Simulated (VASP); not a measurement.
Here is a VASP 6.6.1 calculation.

INCAR

```
PREC = Accurate
ENCUT = 520
EDIFF = 1E-6
ISMEAR = 0
SIGMA = 0.15
LREAL = F
LASPH = T
NELM = 100
ALGO = Normal
ISIF = 2
LWAVE = F
LCHARG = T
LELF = T
LVHAR = T
NBANDS = 18
```

File KPOINTS:

```
regular mesh
0
Gamma
  16 16 14
```

The input POSCAR:

```
HgPd
1.0
    3.0299525574      0.0000000000      0.0000000000
    0.0000000000      2.8481554040      0.0000000000
    0.0000000000      0.0000000000      3.6920000000
Hg Pd
1 1
Direct
    0.0000000000      0.0000000000      0.0000000000
    0.5000000000      0.5000000000      0.5000000000
```

Potentials or basis: VASP PAW LDA potentials, release 64 (Hg, Pd).

Launch:

```sh
$ cat potpaw_LDA.64/Hg/POTCAR potpaw_LDA.64/Pd/POTCAR > POTCAR
$ mpirun -np 1 vasp_std > vasp.out
```

Q: Predict the pressure.

A: 8.1 GPa.

Q: Predict the band gap on the k mesh.

A: Zero (band 11 reaches 10.35 eV, above the bottom of band 12 at 5.95 eV).

Stress tensor (GPa, compression positive):
```
 4.90  0.00  0.00
 0.00 12.54  0.00
 0.00  0.00  6.95
```

Caveat: the cell differs from its parent crystal (strain -0.0600 x Voigt [0, 1, 0, 0, 0, 0]); spin-orbit coupling is left out, which moves the levels of the heavy elements.
